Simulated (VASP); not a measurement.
A run of VASP 6.6.1:

INCAR

```
  ALGO = Normal
  EDIFF = 1E-6
  EDIFFG = -0.005
  ENCUT = 600
  GGA = PE
  IBRION = 2
  ISIF = 3
  ISMEAR = -1
  LASPH = True
  LCHARG = False
  LREAL = False
  LWAVE = False
  NELM = 100
  NSW = 60
  PREC = Accurate
  PSTRESS = 820.0
  SIGMA = 0.05
```

File KPOINTS:

```
k-points
0
Gamma
  19 19 19
```

The input POSCAR:

```
Ga
1.0
   -1.4265769884      1.4265769884      1.4265769884
    1.4265769884     -1.4265769884      1.4265769884
    1.4265769884      1.4265769884     -1.4265769884
Ga
1
Direct
    0.0000000000      0.0000000000      0.0000000000
```

Potentials or basis: VASP PAW PBE potentials, release 64 (Ga_d).

The run is started by

```bash
$ cat potpaw_PBE.64/Ga_d/POTCAR > POTCAR
$ mpirun -np 1 vasp_std > vasp.out
```

Hardware: 1 thread of Intel Xeon 8259CL, with other jobs on the host.

**Question.** Estimate the wall time of this run.

**Answer.** Wall time 74 s on 1 thread of Intel Xeon 8259CL, with other jobs on the host, peak memory 0.16 GiB. Counts: scf iterations 21, k points 220, ion steps 3.
